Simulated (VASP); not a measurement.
Wanted: the native input for a VASP 6.6.1 run.

- Task: single point
- Functional: PBEsol
- Dispersion: D3(BJ)
- Potentials or basis: VASP PAW PBE potentials, release 64 (Li_sv)
- Cutoff: 520 eV
- k mesh: 16 × 16 × 10
- Occupations: gaussian, width 0.15 eV
- Spin: no spin polarisation
- Dipole correction: no
- Further INCAR settings: ALGO = Fast; EDIFF = 1e-06; NBANDS = 10

The structure of Li lies in POSCAR:

```
Li
1.0
    0.0000000000     -2.0954789853     -2.0954789853
    0.0000000000      2.0954789853     -2.0954789853
    4.1909579706      0.0000000000      0.0000000000
Li
2
Direct
    0.5760446662      0.4746358707      0.5000000000
   -0.0760446662      0.0253641293      0.0000000000
```

This cell differs from its parent crystal: atoms displaced along several vibrational modes.

One way to write it, as run:

INCAR

```
SYSTEM = Li
PREC = Accurate ; ENCUT = 520
EDIFF = 1E-6 ; ISMEAR = 0
SIGMA = 0.15 ; LREAL = .False.
LASPH = .True. ; NELM = 100
ALGO = Fast ; ISIF = 2
LWAVE = .False. ; LCHARG = .False.
GGA = PS ; IVDW = 12
NBANDS = 10
```

KPOINTS

```
Automatic mesh
0
Gamma
  16 16 10
  0 0 0
```

Potentials or basis: VASP PAW PBE potentials, release 64 (Li_sv).

Command:

```bash
$ cat potpaw_PBE.64/Li_sv/POTCAR > POTCAR
$ mpirun -np 1 vasp_std > vasp.out
```

Results of the run:

```
Largest force              : 0.344 eV/Å
Band gap on the k mesh     : zero (bands 3 and 4 overlap by 5.40 eV)
Dispersion energy per atom : -0.165 eV
```

Caveat: the cell differs from its parent crystal (atoms displaced along several vibrational modes); the PAW data sets were made with another functional, which shifts forces and pressure a little.

Run time: 2.8 min on 1 thread of Oxide Virtual Turin-like Processor, on a shared host, peak memory 0.28 GiB.
